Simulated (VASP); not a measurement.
# LiH21O11 in VASP: a series of runs

Runs on LiH21O11. Level: PBE. Tasks: single point.

All numbers are computed with VASP 6.6.1; they aren't measurements. Logs are shortened: lines on timing, memory, paths and dates and some standing lists are left out, and cuts for length are marked.

### 1 The cell of the first run

The cell holds a disordered packing, 33 atoms: a = 7.007 Å, b = 7.007 Å, c = 7.007 Å, α = 90.00°, β = 90.00°, γ = 90.00°.

### 2 Single point, PBE

INCAR reads:

```
SYSTEM = LiH21O11
PREC     = Accurate       ! precision mode
ENCUT    = 520            ! plane-wave cutoff, eV
EDIFF    = 1E-6           ! SCF threshold, eV
ISMEAR   = -1             ! smearing method
SIGMA    = 0.05           ! smearing width, eV
LREAL    = Auto         
LASPH    = .TRUE.         ! aspherical terms in the spheres
NELM     = 100            ! most SCF steps
ALGO     = Normal         ! electronic algorithm
ISIF     = 2              ! what is computed and relaxed
LWAVE    = .FALSE.        ! write WAVECAR
LCHARG   = .TRUE.         ! write CHGCAR
GGA      = PE             ! functional
LELF     = .TRUE.         ! ELF
LVHAR    = .TRUE.       
NBANDS   = 67             ! bands
```

KPOINTS reads:

```
regular mesh
0
G
  1 1 1
  0 0 0
```

POSCAR reads:

```
LiH21O11
1.0
    7.0067960000      0.0000000000      0.0000000000
    0.0000000000      7.0067960000      0.0000000000
    0.0000000000      0.0000000000      7.0067960000
O H Li
11 21 1
Direct
    0.3528288821      0.9504486787      0.1916710576
    0.1411914947      0.2441486808      0.5379491568
    0.6818094890      0.4312242000      0.8989843575
    0.6312300230      0.2052293231      0.2551237399
    0.4086033046      0.7199153508      0.8681143279
    0.9807906495      0.8336763337      0.4337360471
    0.9876411415      0.6169581646      0.1171148696
    0.4991297021      0.1600588914      0.6374525532
   -0.0436718866      1.0474830436      0.0992607748
    0.7540108204      0.8807734662      0.7897618255
    0.2843239621      0.5172835059      0.3321061438
    0.2326455630      0.9999720272      0.1396073184
    0.3795458010      0.8505884858      0.0907262035
    0.1893304729      0.3646317090      0.4611808307
    0.0757835678      0.1620854953      0.4564283019
    0.7928730906      0.3663728757      0.8469634338
    0.6524950919      0.3820719199      1.0289724433
    0.5294716729      0.1283040066      0.2034881564
    0.6101362163      0.2057573818      0.3949736798
    0.5162131165      0.6368674070      0.8477912016
    0.3015358232      0.6446027542      0.9059204806
    0.9577415983      0.7065140758      0.3767913323
    0.9543306242      0.9059347525      0.3113548618
    1.0662790811      0.5177830209      0.1777845395
    0.8865107533      0.5521924714      0.0373637252
    0.5458129507      0.2691815203      0.7169896198
    0.3503883944      0.1826797869      0.6117061207
   -0.1324571173      1.1407210942      0.1576897629
   -0.1309728441      0.9880550254     -0.0025118471
    0.8181057362      0.8799742422      0.6653397644
    0.6357827458      0.9588833470      0.7652570447
    0.3801594909      0.4560286899      0.2598191813
    0.2797855111      0.7756041420      0.3964436812
```

Potentials or basis: VASP PAW PBE potentials, release 64 (O, H, Li_sv).

The run is started by

```
cat potpaw_PBE.64/O/POTCAR potpaw_PBE.64/H/POTCAR potpaw_PBE.64/Li_sv/POTCAR > POTCAR
mpirun -np 1 vasp_gam > vasp.out
```

OUTCAR:

```text
SYSTEM = LiH21O11
   PREC = Accurate
   ENCUT = 520
   EDIFF = 1E-6
   ISMEAR = -1
   LREAL = Auto
   LASPH = .TRUE.
   NELM = 100
   ISIF = 2
   GGA = PE

 ion  position               nearest neighbor table
   1  0.353  0.950  0.192-  12 0.98  13 1.01  33 1.95
   2  0.141  0.244  0.538-  15 0.93  14 1.06
   3  0.682  0.431  0.899-  16 0.97  17 1.00
   4  0.631  0.205  0.255-  18 0.96  19 0.99
   5  0.409  0.720  0.868-  21 0.95  20 0.96
   6  0.981  0.834  0.434-  22 0.99  23 1.01  33 2.15
   7  0.988  0.617  0.117-  24 0.98  25 1.01
   8  0.499  0.160  0.637-  26 1.00  27 1.07
   9  0.956  0.047  0.099-  28 0.99  29 1.03
  10  0.754  0.881  0.790-  30 0.98  31 1.01
  11  0.284  0.517  0.332-  32 0.94  33 1.87
  12  0.233  1.000  0.140-   1 0.98
  13  0.380  0.851  0.091-   1 1.01
  14  0.189  0.365  0.461-   2 1.06
  15  0.076  0.162  0.456-   2 0.93
  16  0.793  0.366  0.847-   3 0.97
  17  0.652  0.382  0.029-   3 1.00
[... 13 lines left out ...]
  31  0.636  0.959  0.765-  10 1.01
  32  0.380  0.456  0.260-  11 0.94
  33  0.280  0.776  0.396-  11 1.87   1 1.95   6 2.15

  LATTYP: Found a simple cubic cell.
 ALAT       =     7.0067960000

  Lattice vectors:

 A1 = (   7.0067960000,   0.0000000000,   0.0000000000)
 A2 = (   0.0000000000,   7.0067960000,   0.0000000000)
 A3 = (   0.0000000000,   0.0000000000,   7.0067960000)

Analysis of symmetry for initial positions (statically):
=====================================================================
 Subroutine PRICEL returns:
 Original cell was already a primitive cell.

 Routine SETGRP: Setting up the symmetry group for a
 simple cubic supercell.

 Subroutine GETGRP returns: Found  1 space group operations
 (whereof  1 operations were pure point group operations)
 out of a pool of 48 trial point group operations.

The static configuration has the point symmetry C_1 .

Analysis of symmetry for dynamics (positions and initial velocities):
=====================================================================
 Subroutine PRICEL returns:
 Original cell was already a primitive cell.

 Routine SETGRP: Setting up the symmetry group for a
 simple cubic supercell.

 Subroutine GETGRP returns: Found  1 space group operations
 (whereof  1 operations were pure point group operations)
 out of a pool of 48 trial point group operations.

The dynamic configuration has the point symmetry C_1 .

 Subroutine INISYM returns: Found  1 space group operations
 (whereof  1 operations are pure point group operations),
 and found     1 'primitive' translations

----------------------------------------------------------------------------------------

                                     Primitive cell

  volume of cell :     344.0000

  direct lattice vectors                    reciprocal lattice vectors
     7.006796000  0.000000000  0.000000000     0.142718584  0.000000000  0.000000000
     0.000000000  7.006796000  0.000000000     0.000000000  0.142718584  0.000000000
     0.000000000  0.000000000  7.006796000     0.000000000  0.000000000  0.142718584

  length of vectors
     7.006796000  7.006796000  7.006796000     0.142718584  0.142718584  0.142718584

  position of ions in fractional coordinates (direct lattice)
     0.352828882  0.950448679  0.191671058
     0.141191495  0.244148681  0.537949157
     0.681809489  0.431224200  0.898984357
     0.631230023  0.205229323  0.255123740
     0.408603305  0.719915351  0.868114328
     0.980790650  0.833676334  0.433736047
[... 25 lines left out ...]
     0.380159491  0.456028690  0.259819181
     0.279785511  0.775604142  0.396443681

  ion indices of the primitive-cell ions
   primitive index   ion index
                 1           1
                 2           2
                 3           3
                 4           4
                 5           5
                 6           6
[... 25 lines left out ...]
                32          32
                33          33

----------------------------------------------------------------------------------------

 KPOINTS: regular mesh

Automatic generation of k-mesh.
 Grid dimensions read from file:
 generate k-points for:    1    1    1

 Generating k-lattice:

  Cartesian coordinates                     Fractional coordinates (reciprocal lattice)
     0.142718584  0.000000000  0.000000000     1.000000000  0.000000000  0.000000000
     0.000000000  0.142718584  0.000000000     0.000000000  1.000000000  0.000000000
     0.000000000  0.000000000  0.142718584     0.000000000  0.000000000  1.000000000

  Length of vectors
     0.142718584  0.142718584  0.142718584

  Shift w.r.t. Gamma in fractional coordinates (k-lattice)
     0.000000000  0.000000000  0.000000000

 Subroutine IBZKPT returns following result:
 ===========================================

 Found      1 irreducible k-points:

 Following reciprocal coordinates:
            Coordinates               Weight
  0.000000  0.000000  0.000000      1.000000
   k-points           NKPTS =      1   k-points in BZ     NKDIM =      1   number of bands    NBANDS=     67
   number of dos      NEDOS =    301   number of ions     NIONS =     33
   total plane-waves  NPLWV = 157464
   dimension x,y,z NGX =    54 NGY =   54 NGZ =   54
   dimension x,y,z NGXF=   108 NGYF=  108 NGZF=  108
   ions per type =              11  21   1
   NGX,Y,Z   is equivalent  to a cutoff of  12.81, 12.81, 12.81 a.u.
   NGXF,Y,Z  is equivalent  to a cutoff of  25.62, 25.62, 25.62 a.u.
 SYSTEM =  LiH21O11
   PREC   = accura    normal or accurate (medium, high low for compatibility)
   ISTART =      0    job   : 0-new  1-cont  2-samecut
   ICHARG =      2    charge: 1-file 2-atom 10-const
   ISPIN  =      1    spin polarized calculation?
   LNONCOLLINEAR =      F non collinear calculations
   LSORBIT =      F    spin-orbit coupling
   LASPH  =      T    aspherical Exc in radial PAW
   ENCUT  =  520.0 eV  38.22 Ry    6.18 a.u.  13.03 13.03 13.03*2*pi/ulx,y,z
   NELM   =    100;   NELMIN=  2; NELMDL= -5     # of ELM steps
   EDIFF  = 0.1E-05   stopping-criterion for ELM
   LREAL  =      T    real-space projection
   EDIFFG = 0.1E-04   stopping-criterion for IOM
   NSW    =      0    number of steps for IOM
   IBRION =     -1    ionic relax: 0-MD 1-quasi-New 2-CG
   NFREE  =      0    steps in history (QN), initial steepest desc. (CG)
   ISIF   =      2    stress and relaxation
   ISYM   =      2    0-nonsym 1-usesym 2-fastsym
   POTIM  = 0.5000    time-step for ionic-motion
   TEBEG  =    0.0;   TEEND  =   0.0 temperature during run
   PSTRESS=    0.0 pullay stress
   NELECT =      90.0000    total number of electrons
   NUPDOWN=      -1.0000    fix difference up-down
   EMIN   =  10.00;   EMAX   =-10.00  energy-range for DOS
   EFERMI =   0.00;   METHOD = LEGACY
   ISMEAR =    -1;   SIGMA  =   0.05  broadening in eV -4-tet -1-fermi 0-gaus
   EFERMI_NEDOS =   21; number of points for ismear=-14 and -15
   IALGO  =     38    algorithm
   IMIX   =      4    mixing-type and parameters
     AMIX     =   0.40;   BMIX     =  1.00
     AMIX_MAG =   1.60;   BMIX_MAG =  1.00
  volume/ion in A,a.u.               =      10.42        70.35
  Fermi-wavevector in a.u.,A,eV,Ry     =   1.047055  1.978647 14.916398  1.096324
  Thomas-Fermi vector in A             =   2.181919
   LORBIT       =      0    0 simple, 1 ext, 2 COOP (PROOUT), +10 PAW based schemes
   GGA     = PE    functional components
   LHFCALC =     F    Hartree Fock is set to
   AEXX    =    0.0000 exact exchange contribution
   IVDW    =     0    specifies the selected vdW correction
   LEPSILON=     F    determine dielectric tensor
   LRPA    =     F    only Hartree local field effects (RPA)
 non-spin polarized calculation
  energy-cutoff  :      520.00
  volume of cell :      344.00
 maximum number of plane-waves:      4586
 NGX is ok and might be reduce to    54
   NGX = 27   NGY = 27   NGZ = 27

 number of electron      90.0000007 magnetization

 Free energy of the ion-electron system (eV)
  ---------------------------------------------------
  ext. energy  EPLUGINS =         0.00000000
  ---------------------------------------------------
  free energy    TOTEN  =      -160.28584323 eV

  energy without entropy =     -160.28584323  energy(sigma->0) =     -160.28584323

 E-fermi :  -1.3654     XC(G=0):  -6.7012

 val. band max:       -2.6349373514   @ k =   0.0000   0.0000   0.0000
 cond. band min:       0.9260999105   @ k =   0.0000   0.0000   0.0000
 fundamental gap:      3.5610372619
 Fermi energy:        -1.3653666172

 k-point     1 :       0.0000    0.0000    0.0000
  band No.  band energies     occupation
      1     -46.0142      2.00000
      2     -23.2350      2.00000
      3     -22.7293      2.00000
      4     -22.3267      2.00000
      5     -22.1946      2.00000
      6     -22.0788      2.00000
[... 49 lines left out ...]
     56       6.2069      0.00000
     57       6.3378      0.00000
 [bands above 57 left out]

------------------------ aborting loop because EDIFF is reached ----------------------------------------

  FORCE on cell =-STRESS in cart. coord.  units (eV):
  Direction    XX          YY          ZZ          XY          YZ          ZX
  --------------------------------------------------------------------------------------
  -------------------------------------------------------------------------------------
  Total       -0.6994932      2.5471180     -3.2525242     -0.1539624      0.5171169     -0.5770845
  in kB       -3.2578845     11.8631830    -15.1486069     -0.7170787      2.4084681     -2.6877667
  external PRESSURE =      -2.1811028 kB  Pullay stress =       0.0000000 kB

 VOLUME and BASIS-vectors are now :
 -----------------------------------------------------------------------------
  energy-cutoff  :      520.00
  volume of cell :      344.00
      direct lattice vectors                 reciprocal lattice vectors
     7.006796000  0.000000000  0.000000000     0.142718584  0.000000000  0.000000000
     0.000000000  7.006796000  0.000000000     0.000000000  0.142718584  0.000000000
     0.000000000  0.000000000  7.006796000     0.000000000  0.000000000  0.142718584

 POSITION                                       TOTAL-FORCE (eV/Angst)
 -----------------------------------------------------------------------------------
      2.47220      6.65960      1.34300        -0.141256     -0.779547     -0.825704
      0.98930      1.71070      3.76930         1.316474      1.903431      1.645988
      4.77730      3.02150      6.29900        -0.293867      0.024091      0.321985
      4.42290      1.43800      1.78760         1.121369      1.323340      0.039674
      2.86300      5.04430      6.08270        -0.367086      1.286515      0.083669
      6.87220      5.84140      3.03910         0.008165     -0.012378     -0.630354
[... 25 lines left out ...]
      2.66370      3.19530      1.82050         1.059663     -0.731443     -0.496309
      1.96040      5.43450      2.77780        -0.241161     -0.291930      0.101848
 -----------------------------------------------------------------------------------
    total drift:                                0.006265     -0.018935     -0.017370

  FREE ENERGIE OF THE ION-ELECTRON SYSTEM (eV)
  ---------------------------------------------------
  free  energy   TOTEN  =      -160.2858432254 eV

  energy  without entropy=     -160.2858432254  energy(sigma->0) =     -160.28584323
```

Wall time 60 s (1 thread of AMD EPYC 7R13, shared host); peak memory 0.31 GiB.

What came out:

| Property | Result |
| --- | --- |
| Free energy | -160.2858 eV |
| Largest force | 2.840 eV/Å |
| Band gap on the k mesh | 3.56 eV |

Forces in eV/Å, atoms in the order of the input:
```
O   -0.141 -0.780 -0.826
O    1.316  1.903  1.646
O   -0.294  0.024  0.322
O    1.121  1.323  0.040
O   -0.367  1.287  0.084
O    0.008 -0.012 -0.630
O   -1.236 -0.754 -1.066
O   -0.923  0.744  0.152
O   -0.963  0.038 -0.565
O   -0.733  0.756  0.088
O   -1.365  0.734  1.021
H   -0.449  0.370  0.122
H    0.442  0.441  0.172
H    0.111 -0.408 -0.339
H   -1.005 -1.325 -1.356
H    0.138 -0.257  0.157
H    0.325 -0.323 -0.336
H   -0.836 -0.948 -0.097
H   -0.279 -0.055  0.034
H    0.685 -0.478  0.025
H   -0.855 -0.777  0.126
H   -0.057  0.043  0.198
H    0.132  0.061  0.396
H    0.636  0.012  0.165
H    0.885  0.835  0.754
H   -0.624 -0.653 -0.457
H    1.448 -0.076  0.208
H    0.000 -0.208  0.090
H    1.095  0.019  0.383
H    0.310 -0.037 -0.043
H    0.656 -0.475 -0.073
H    1.060 -0.731 -0.496
Li  -0.241 -0.292  0.102
```

Caveat: the k points lie up to 0.90 Å⁻¹ apart, too coarse for converged energies, forces and pressures; the cutoff is under 1.25 times the usual one of these potentials, so pressure, stress and relaxed cells hold a basis-set (Pulay) error.

### 3 Single point, PBE

INCAR reads:

```
  PREC = Accurate
  ENCUT = 520
  EDIFF = 1E-6
  ISMEAR = -1
  SIGMA = 0.05
  LREAL = Auto
  LASPH = True
  NELM = 100
  ALGO = Normal
  ISIF = 2
  LWAVE = False
  LCHARG = True
  GGA = PE
  LELF = True
  LVHAR = True
  NBANDS = 67
```

KPOINTS reads:

```
Automatic mesh
0
Gamma
  1 1 1
```

POSCAR reads:

```
LiH21O11
1.0
    7.0067960000      0.0000000000      0.0000000000
    0.0000000000      7.0067960000      0.0000000000
    0.0000000000      0.0000000000      7.0067960000
O H Li
11 21 1
Direct
    0.3167924398      0.9404869216      0.1851060028
    0.1403351832      0.2661701582      0.5630676275
    0.6753300653      0.3816865797      0.9284842887
    0.5938520259      0.2028601946      0.2579067522
    0.4130275807      0.7273367171      0.8931471674
    0.9932499819      0.8399274076      0.4161673895
    1.0567454797      0.6050839785      0.0541759743
    0.4857997864      0.1460724702      0.6277191458
   -0.0622538461      1.0895850257      0.0945653334
    0.8038624216      0.9320807970      0.7837248294
    0.2833962913      0.5213224418      0.3381859555
    0.2021608735      1.0057949454      0.1471999470
    0.3641607377      0.8615064574      0.0606125824
    0.1842496913      0.3753784183      0.4620942297
    0.0626391863      0.1863761982      0.4855857085
    0.7878065809      0.3303364334      0.8633617990
    0.6674519995      0.3181339945      1.0511651831
    0.4980022253      0.1092796194      0.2107097167
    0.5766258929      0.1905721245      0.4046214561
    0.5178971958      0.6363964357      0.9063058208
    0.2923875620      0.6568194650      0.8951024120
    0.9576274234      0.7172179695      0.3747504566
    0.9739401575      0.9274281712      0.3002513560
    1.1397363360      0.5521353840      0.1645545268
    0.9540737307      0.5184252546      0.0052805876
    0.5256753586      0.2127791361      0.7407237202
    0.3414113955      0.1874323157      0.6154168039
   -0.1768140531      1.1285186553      0.1718474464
   -0.1167152576      1.0263606932     -0.0272877932
    0.8913060977      0.8947598874      0.6783271555
    0.6799398755      0.9348780812      0.7151200063
    0.3845266795      0.4493780039      0.2796570644
    0.3134813687      0.7687251063      0.3987842660
```

Potentials or basis: VASP PAW PBE potentials, release 64 (O, H, Li_sv).

The run is started by

```
cat potpaw_PBE.64/O/POTCAR potpaw_PBE.64/H/POTCAR potpaw_PBE.64/Li_sv/POTCAR > POTCAR
mpirun -np 1 vasp_gam > vasp.out
```

Wall time 81 s (1 thread of AMD EPYC 7R13, shared host); peak memory 0.32 GiB.

Results (log left out):

```
Free energy            : -160.5403 eV
Largest force          : 2.494 eV/Å
Band gap on the k mesh : 3.97 eV
```

Forces in eV/Å, atoms in the order of the input:
```
O    1.923 -0.951 -1.234
O    0.634  1.468 -0.211
O    0.144  0.579 -1.233
O    0.087 -0.156  1.284
O    0.145  0.507 -0.239
O    0.449  2.445  0.198
O   -0.472 -0.348 -0.549
O   -1.254 -0.279 -0.743
O   -0.536 -0.304  0.088
O   -0.203 -0.537 -1.359
O   -0.664  0.051  0.290
H   -0.926  0.435 -0.360
H   -0.542  0.669  1.285
H    0.282 -0.285  0.625
H   -0.668 -0.885 -0.404
H   -0.170 -0.019  0.145
H   -0.139 -0.254  0.819
H   -0.223 -0.122  0.037
H    0.067  0.296 -0.973
H    0.043 -0.298  0.043
H   -0.380 -0.365  0.256
H   -0.468 -1.575 -0.821
H    0.028 -1.030  0.654
H   -0.442 -0.232 -0.369
H    1.132  0.590  0.863
H    0.546  0.553  0.708
H    0.795 -0.387 -0.254
H    0.328 -0.152 -0.458
H    0.402  0.275  0.987
H   -0.072  0.176  0.404
H    0.205  0.360  0.647
H    0.465 -0.458 -0.103
Li  -0.516  0.236 -0.026
```

Levels at points of the mesh, in eV from the valence-band top:
```tsv
k point	band 43	band 44	band 45	band 46	band 47	band 48
(0.00, 0.00, 0.00)	-0.37	-0.30	0.00	3.97	6.81	6.94
```

Caveat: the k points lie up to 0.90 Å⁻¹ apart, too coarse for converged energies, forces and pressures; the cutoff is under 1.25 times the usual one of these potentials, so pressure, stress and relaxed cells hold a basis-set (Pulay) error.

[end of part 1 of 2]
